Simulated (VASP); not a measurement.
# C (P-3m1) in VASP: notebook, part 2 of 2

VASP 6.6.1.

### 3 Single point, r2SCAN

This run uses another cell than the first one, of 8.39 Å³/atom, 1.196 times its volume.

POSCAR reads:

```
C
1.0
    1.7801417073     -1.7801417073      0.0000000000
    1.7801417073      0.0000000000     -1.7801417073
   10.5846684444     10.5846684444     10.5846684444
C
12
Direct
    0.6666666667      0.6666666667      0.1822186696
    0.0000000000      0.0000000000      0.0700979032
    0.3333333333      0.3333333333      0.2943394360
    0.6666666667      0.6666666667      0.5185809688
    1.0000000000      1.0000000000      0.4064602024
    0.3333333333      0.3333333333      0.6307017352
    0.6666666667      0.6666666667      0.2663092444
    1.0000000000      1.0000000000      0.1541884780
    0.3333333333      0.3333333333      0.3784300108
    0.6666666667      0.6666666667      0.6026715436
    0.0000000000      0.0000000000      0.4905507772
    0.3333333333      0.3333333333      0.0420677116
```

INCAR.step1 reads:

```
SYSTEM = C
ALGO = Normal
EDIFF = 1E-4
ENCUT = 520
GGA = PE
ISMEAR = 0
LASPH = .True.
LCHARG = .False.
LREAL = .False.
LWAVE = .True.
NBANDS = 36
NELM = 100
PREC = Accurate
SIGMA = 0.05
```

INCAR.step2 reads:

```
SYSTEM = C
ALGO = Normal
EDIFF = 1E-6
ENCUT = 520
ISIF = 2
ISMEAR = 0
ISTART = 1
LASPH = .True.
LCHARG = .False.
LMIXTAU = .True.
LREAL = .False.
LWAVE = .False.
METAGGA = R2SCAN
NBANDS = 36
NELM = 100
PREC = Accurate
SIGMA = 0.05
```

KPOINTS reads:

```
k-points
0
Gamma
  10 10 2
  0 0 0
```

Potentials or basis: VASP PAW PBE potentials, release 64 (C).

Launch:

```bash
$ cat potpaw_PBE.64/C/POTCAR > POTCAR
$ cp INCAR.step1 INCAR
$ mpirun -np 1 vasp_std > vasp.out
$ cp INCAR.step2 INCAR
$ mpirun -np 1 vasp_std > vasp.out
```

OUTCAR:

```text
SYSTEM = C
   EDIFF = 1E-6
   ENCUT = 520
   ISIF = 2
   ISMEAR = 0
   ISTART = 1
   LASPH = .True.
   LREAL = .False.
   METAGGA = R2SCAN
   NELM = 100
   PREC = Accurate

 ion  position               nearest neighbor table
   1  0.667  0.667  0.182-   7 1.54   8 1.54   8 1.54   8 1.54
   2  0.000  0.000  0.070-   8 1.54  12 1.54  12 1.54  12 1.54
   3  0.333  0.333  0.294-   9 1.54   7 1.54   7 1.54   7 1.54
   4  0.667  0.667  0.519-  10 1.54  11 1.54  11 1.54  11 1.54
   5  0.000  0.000  0.406-  11 1.54   9 1.54   9 1.54   9 1.54
   6  0.333  0.333  0.631-  10 1.54  10 1.54  10 1.54
   7  0.667  0.667  0.266-   1 1.54   3 1.54   3 1.54   3 1.54
   8  0.000  0.000  0.154-   2 1.54   1 1.54   1 1.54   1 1.54
   9  0.333  0.333  0.378-   3 1.54   5 1.54   5 1.54   5 1.54
  10  0.667  0.667  0.603-   4 1.54   6 1.54   6 1.54   6 1.54
  11  0.000  0.000  0.491-   5 1.54   4 1.54   4 1.54   4 1.54
  12  0.333  0.333  0.042-   2 1.54   2 1.54   2 1.54

  LATTYP: Found a hexagonal cell.
 ALAT       =     2.5175005454
 C/A-ratio  =     7.2822957518

[... 216 lines left out ...]
      6     -12.7632      2.00000
[... 925 lines left out ...]
     35      14.4315      0.00000
     36      14.8090      0.00000

 [... further k-points ...]

------------------------ aborting loop because EDIFF is reached ----------------------------------------

  FORCE on cell =-STRESS in cart. coord.  units (eV):
  Direction    XX          YY          ZZ          XY          YZ          ZX
  --------------------------------------------------------------------------------------
  -------------------------------------------------------------------------------------
  Total       -0.6317779     -0.6317779     -0.6317779     -0.7395381     -0.7395381     -0.7395381
  in kB      -10.0592910    -10.0592910    -10.0592910    -11.7750697    -11.7750697    -11.7750697
  external PRESSURE =     -10.0592910 kB  Pullay stress =       0.0000000 kB

 VOLUME and BASIS-vectors are now :
 -----------------------------------------------------------------------------
  energy-cutoff  :      520.00
  volume of cell :      100.63
      direct lattice vectors                 reciprocal lattice vectors
     1.780141707 -1.780141707  0.000000000     0.187251010 -0.374502021  0.187251010
     1.780141707  0.000000000 -1.780141707     0.187251010  0.187251010 -0.374502021
    10.584668444 10.584668444 10.584668444     0.031492090  0.031492090  0.031492090

 POSITION                                       TOTAL-FORCE (eV/Angst)
 -----------------------------------------------------------------------------------
      4.30225      0.74196      0.74196        -0.239314     -0.239314     -0.239314
      0.74196      0.74196      0.74196        -2.884599     -2.884599     -2.884599
      4.30225      2.52210      2.52210        -0.062333     -0.062333     -0.062333
      7.86253      4.30225      4.30225        -0.510797     -0.510797     -0.510797
      4.30225      4.30225      4.30225        -0.111468     -0.111468     -0.111468
      7.86253      6.08239      6.08239        -2.507570     -2.507570     -2.507570
      5.19232      1.63203      1.63203         0.111468      0.111468      0.111468
      1.63203      1.63203      1.63203         0.510797      0.510797      0.510797
      5.19232      3.41218      3.41218         0.062333      0.062333      0.062333
      8.75260      5.19232      5.19232         2.884599      2.884599      2.884599
      5.19232      5.19232      5.19232         0.239314      0.239314      0.239314
      1.63203     -0.14811     -0.14811         2.507570      2.507570      2.507570
 -----------------------------------------------------------------------------------
    total drift:                               -0.000004     -0.000005     -0.000005

  FREE ENERGIE OF THE ION-ELECTRON SYSTEM (eV)
  ---------------------------------------------------
  free  energy   TOTEN  =      -112.6308718467 eV

  energy  without entropy=     -112.6109100382  energy(sigma->0) =     -112.62089094
```

OSZICAR.step1:

```text
N       E                     dE             d eps       ncg     rms          rms(c)
DAV:   1     0.191522450532E+03    0.19152E+03   -0.24486E+04  2016   0.125E+03
DAV:   2    -0.924564994527E+02   -0.28398E+03   -0.27003E+03  2624   0.271E+02
DAV:   3    -0.107553601080E+03   -0.15097E+02   -0.14762E+02  2624   0.591E+01
DAV:   4    -0.107918847635E+03   -0.36525E+00   -0.36366E+00  2880   0.979E+00
DAV:   5    -0.107929359678E+03   -0.10512E-01   -0.10504E-01  2836   0.160E+00    0.132E+01
DAV:   6    -0.105103124067E+03    0.28262E+01   -0.19871E+00  2544   0.701E+00    0.778E+00
DAV:   7    -0.104155836643E+03    0.94729E+00   -0.27513E+00  2632   0.837E+00    0.170E+00
DAV:   8    -0.104156744730E+03   -0.90809E-03   -0.14151E-01  2632   0.215E+00    0.357E-01
DAV:   9    -0.104156057644E+03    0.68709E-03   -0.14773E-02  2624   0.745E-01    0.122E-01
DAV:  10    -0.104155810293E+03    0.24735E-03   -0.19715E-03  2652   0.221E-01    0.681E-02
DAV:  11    -0.104156023720E+03   -0.21343E-03   -0.83072E-04  2412   0.123E-01    0.390E-02
DAV:  12    -0.104156320447E+03   -0.29673E-03   -0.21542E-04  2052   0.620E-02    0.227E-02
DAV:  13    -0.104156810303E+03   -0.48986E-03   -0.31689E-04  1940   0.621E-02    0.145E-02
DAV:  14    -0.104156910742E+03   -0.10044E-03   -0.40680E-05  1708   0.293E-02    0.584E-03
DAV:  15    -0.104156922472E+03   -0.11730E-04   -0.11981E-05  1636   0.174E-02
   1 F= -.10415692E+03 E0= -.10414427E+03  d E =-.253036E-01
```

Run time: 17 min. Hardware: 1 thread of AMD EPYC 7R13 (Zen 3), shared host; peak memory 0.22 GiB.

What came out:

```yaml
Free_energy: -112.6309 eV
Pressure: -1.0 GPa
Largest_force: 4.996 eV/Å
Band_gap_on_the_k_mesh: zero (band 24 reaches 5.31 eV, above the bottom of band 25 at 5.11 eV)
```

Forces in eV/Å, atoms in the order of the input:
```
C   -0.239 -0.239 -0.239
C   -2.885 -2.885 -2.885
C   -0.062 -0.062 -0.062
C   -0.511 -0.511 -0.511
C   -0.111 -0.111 -0.111
C   -2.508 -2.508 -2.508
C    0.111  0.111  0.111
C    0.511  0.511  0.511
C    0.062  0.062  0.062
C    2.885  2.885  2.885
C    0.239  0.239  0.239
C    2.508  2.508  2.508
```

Levels at points of the mesh, in eV from the Fermi level:
| k point | band 22 | band 23 | band 24 | band 25 | band 26 | band 27 |
| --- | --- | --- | --- | --- | --- | --- |
| (0.00, 0.00, 0.00) | -0.72 | -0.72 | -0.12 | 0.41 | 5.07 | 5.07 |
| (0.50, 0.00, 0.00) | -4.03 | -3.85 | -0.12 | -0.07 | 3.96 | 4.40 |
| (0.00, 0.00, 0.50) | -0.72 | -0.72 | -0.13 | 0.43 | 5.07 | 5.07 |
| (0.50, 0.00, 0.50) | -4.03 | -3.85 | -0.12 | -0.07 | 3.96 | 4.40 |

Caveat: the PAW data sets were made with another functional, which shifts forces and pressure a little.

### 4 Single point, r2SCAN

This run uses another cell than the first one, of 5.50 Å³/atom, 0.785 times its volume.

POSCAR reads:

```
C
1.0
    1.7801417073     -1.7801417073      0.0000000000
    1.7801417073      0.0000000000     -1.7801417073
    6.9473617485      6.9473617485      6.9473617485
C
12
Direct
    0.6666666667      0.6666666667      0.2776196593
    0.0000000000      0.0000000000      0.1067978163
    0.3333333333      0.3333333333      0.4484415024
    0.6666666667      0.6666666667      0.7900851885
    1.0000000000      1.0000000000      0.6192633454
    0.3333333333      0.3333333333      0.9609070315
    0.6666666667      0.6666666667      0.4057360416
    1.0000000000      1.0000000000      0.2349141986
    0.3333333333      0.3333333333      0.5765578847
    0.6666666667      0.6666666667      0.9182015708
    0.0000000000      0.0000000000      0.7473797277
    0.3333333333      0.3333333333      0.0640923555
```

INCAR.step1 reads:

```
SYSTEM = C
PREC = Accurate
ENCUT = 520
ISMEAR = 0
SIGMA = 0.05
LREAL = .FALSE.
LASPH = .TRUE.
NELM = 100
NBANDS = 36
GGA = PE
ALGO = Normal
EDIFF = 1E-4
LWAVE = .TRUE.
LCHARG = .FALSE.
```

INCAR.step2 reads:

```
SYSTEM = C
PREC = Accurate
ENCUT = 520
EDIFF = 1E-6
ISMEAR = 0
SIGMA = 0.05
LREAL = .FALSE.
LASPH = .TRUE.
NELM = 100
ALGO = Normal
ISIF = 2
LWAVE = .FALSE.
LCHARG = .TRUE.
METAGGA = R2SCAN
LMIXTAU = .TRUE.
LELF = .TRUE.
LVHAR = .TRUE.
NBANDS = 36
ISTART = 1
```

KPOINTS reads:

```
regular mesh
0
G
  10 10 2
  0 0 0
```

Launch:

```bash
$ cat potpaw_PBE.64/C/POTCAR > POTCAR
$ cp INCAR.step1 INCAR
$ mpirun -np 1 vasp_std > vasp.out
$ cp INCAR.step2 INCAR
$ mpirun -np 1 vasp_std > vasp.out
```

It took 5.8 min on 1 thread of Intel Xeon 8259CL, shared host; peak memory 0.2 GiB.

Results (log left out):

| Quantity | Value |
| --- | --- |
| Free energy | -115.9627 eV |
| Pressure | 21.5 GPa |
| Largest force | 14.678 eV/Å |
| Band gap on the k mesh | 4.11 eV, indirect (least direct gap 5.31 eV) |

Forces in eV/Å, atoms in the order of the input:
```
C    0.016  0.016  0.016
C    1.504  1.504  1.504
C    0.001  0.001  0.001
C    0.042  0.042  0.042
C    0.002  0.002  0.002
C   -8.474 -8.474 -8.474
C   -0.002 -0.002 -0.002
C   -0.042 -0.042 -0.042
C   -0.001 -0.001 -0.001
C   -1.504 -1.504 -1.504
C   -0.016 -0.016 -0.016
C    8.474  8.474  8.474
```

Stress tensor (GPa, compression positive):
```
21.54 18.78 18.78
18.78 21.54 18.78
18.78 18.78 21.54
```

Levels at points of the mesh, in eV from the valence-band top:
```
           k point  band 22  band 23  band 24  band 25  band 26  band 27
(0.00, 0.00, 0.00)    -0.51     0.00     0.00     5.31     5.31     6.19
(0.50, 0.00, 0.00)    -4.15    -3.27    -2.86     4.33     5.07     5.17
(0.00, 0.00, 0.50)    -0.56    -0.29    -0.29     5.59     5.59     6.19
(0.50, 0.00, 0.50)    -3.80    -3.56    -3.10     4.28     4.96     5.95
```

Caveat: the PAW data sets were made with another functional, which shifts forces and pressure a little. r2SCAN opens gaps a little over a GGA but as a rule still falls short of measured ones.

### 5 Overview

| cell | gap on the mesh (eV) | pressure (GPa) | largest force (eV/Å) |
| --- | --- | --- | --- |
| a = 2.518, b = 2.518, c = 15.333 Å, angles 90.0, 90.0, 60.0°, 12 atoms | none | -1.8 | 4.79 |
| a = 2.518, b = 2.518, c = 18.333 Å, angles 90.0, 90.0, 60.0°, 12 atoms | none | -1.0 | 5.00 |
| a = 2.518, b = 2.518, c = 12.033 Å, angles 90.0, 90.0, 60.0°, 12 atoms | 4.11 | 21.5 | 14.68 |

Alike in all rows: task single point; level r2SCAN; potentials or basis VASP PAW PBE potentials, release 64 (C); no spin polarisation; k mesh 10 × 10 × 2; cutoff (eV) 520; smearing gaussian 0.05 eV.

Caveats: the PAW data sets were made with another functional, which shifts forces and pressure a little.

Absolute energies hang on the potentials; compare differences alone.
